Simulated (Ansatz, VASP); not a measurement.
Si23H4O48: VASP beside Ansatz

```
CELL_PARAMETERS angstrom
9.83160 0.00000 0.00000
-4.91580 8.51441 0.00000
0.00000 0.00000 10.81820
ATOMIC_POSITIONS crystal
Si 0.26684 0.00098 0.16347
Si 0.00285 0.27037 0.33570
Si 0.23061 0.23541 0.00010
Si 0.26535 0.99775 0.66365
Si 0.99321 0.26636 0.83503
Si 0.23231 0.22851 0.50175
Si 0.26828 0.50274 0.16721
Si 0.99978 0.76761 0.33315
Si 0.23386 0.73303 0.99665
Si 0.99892 0.76669 0.83271
Si 0.23443 0.73561 0.49762
Si 0.76924 0.00430 0.16724
Si 0.49845 0.26709 0.33264
Si 0.72664 0.23202 0.00030
Si 0.76572 0.00123 0.66690
Si 0.49457 0.26577 0.83203
Si 0.73277 0.23381 0.49924
Si 0.76517 0.50083 0.16730
Si 0.50119 0.77037 0.33205
Si 0.73508 0.73690 0.00121
Si 0.76319 0.49956 0.66634
Si 0.50465 0.76921 0.83163
Si 0.73275 0.73549 0.49969
O 0.06877 0.20662 0.44624
O 0.29612 0.36583 0.10991
O 0.14021 0.43474 0.27866
O 0.20246 0.06990 0.05539
O 0.36238 0.29444 0.39136
O 0.43070 0.13842 0.22135
O 0.06543 0.20987 0.94571
O 0.30388 0.35177 0.61665
O 0.13567 0.42902 0.77808
O 0.19971 0.05743 0.54993
O 0.35846 0.29582 0.88797
O 0.42848 0.13645 0.72173
O 0.06790 0.70632 0.44383
O 0.29912 0.86841 0.10315
O 0.13683 0.93004 0.27352
O 0.20408 0.56985 0.05801
O 0.36398 0.79940 0.38658
O 0.43429 0.64068 0.22152
O 0.06775 0.70498 0.94236
O 0.29936 0.86433 0.60902
O 0.13503 0.93004 0.77389
O 0.20585 0.56995 0.55544
O 0.35939 0.78706 0.88338
O 0.45745 0.64843 0.71430
O 0.56833 0.20467 0.44119
O 0.79072 0.36288 0.10970
O 0.63447 0.43318 0.27686
O 0.70322 0.06912 0.05732
O 0.86583 0.29920 0.39139
O 0.93374 0.14158 0.22412
O 0.56175 0.20462 0.94369
O 0.79140 0.36227 0.61097
O 0.63035 0.43231 0.77517
O 0.70537 0.06909 0.55548
O 0.85400 0.29271 0.88822
O 0.93076 0.13663 0.72449
O 0.56846 0.70787 0.44230
O 0.79902 0.86851 0.11014
O 0.63944 0.93563 0.27729
O 0.70548 0.57144 0.05743
O 0.86379 0.79712 0.38999
O 0.93059 0.63562 0.22438
O 0.56975 0.70901 0.94538
O 0.79447 0.86456 0.61073
O 0.63681 0.93933 0.77827
O 0.70413 0.56993 0.55610
O 0.86338 0.79661 0.88968
O 0.92852 0.63351 0.72462
H 0.45230 0.54777 0.72534
H 0.22975 0.35611 0.67555
H 0.32443 0.58832 0.60461
H 0.11633 0.47967 0.70696
```

Alike in both runs: task single point; functional PBE; k mesh 1 × 1 × 1; occupations gaussian, width 0.02 eV; no spin polarisation.

|  | VASP | Ansatz |
| --- | --- | --- |
| version | VASP 6.6.1 | Ansatz 0.2.0 |
| potentials or method | VASP PAW PBE potentials, release 64 (Si, O, H) | scalar-relativistic, plane waves, PAW |
| plane-wave cutoff (eV) | 520 | 420 |
| valence electrons in the cell | 384 | 384 |

|  | VASP | Ansatz | Ansatz less VASP |
| --- | --- | --- | --- |
| gap on the k mesh at the Fermi level (eV) | 5.45 | 5.45 | +0.002 |
| least direct gap on the mesh (eV) | 5.45 | 5.45 | +0.002 |

With one functional, cell and mesh, what is left measures potentials, basis and numerics.
